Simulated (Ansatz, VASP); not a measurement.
# Two plane-wave programs on La3Mg

```
La Mg
1.0
    -2.44923    2.44923    4.99853
     2.44923   -2.44923    4.99853
     2.44923    2.44923   -4.99853
La Mg
3 1
Direct
  0.50000 0.50000 0.00000
  0.25000 0.75000 0.50000
  0.75000 0.25000 0.50000
  0.00000 0.00000 0.00000
```

Alike in both runs: functional LDA; k mesh 10 × 10 × 10; occupations fermi-dirac, width 0.08 eV; no spin polarisation.

Ansatz relaxed the structure, and its values are those at the end. VASP's run is a single point on that final structure, the one shown.

|  | VASP | Ansatz |
| --- | --- | --- |
| version | VASP 6.6.1 | Ansatz 0.2.0 |
| potentials or method | VASP PAW LDA potentials, release 64 (La, Mg) | PAW with Ansatz's default frozen-core files, scalar-relativistic |
| plane-wave cutoff (eV) | 520 | 420 |
| valence electrons in the cell | 35 | 43 |

```csv
,VASP,Ansatz,Ansatz less VASP
pressure (GPa),-0.2,0.0,+0.22
```

LDA's correlation is that of Perdew and Zunger in VASP and of Perdew and Wang (1992) in Ansatz. VASP's potentials hold 35 valence electrons a cell and Ansatz's 43, so a difference there can come from the potentials and not from the codes.

Spin-orbit coupling is off throughout.
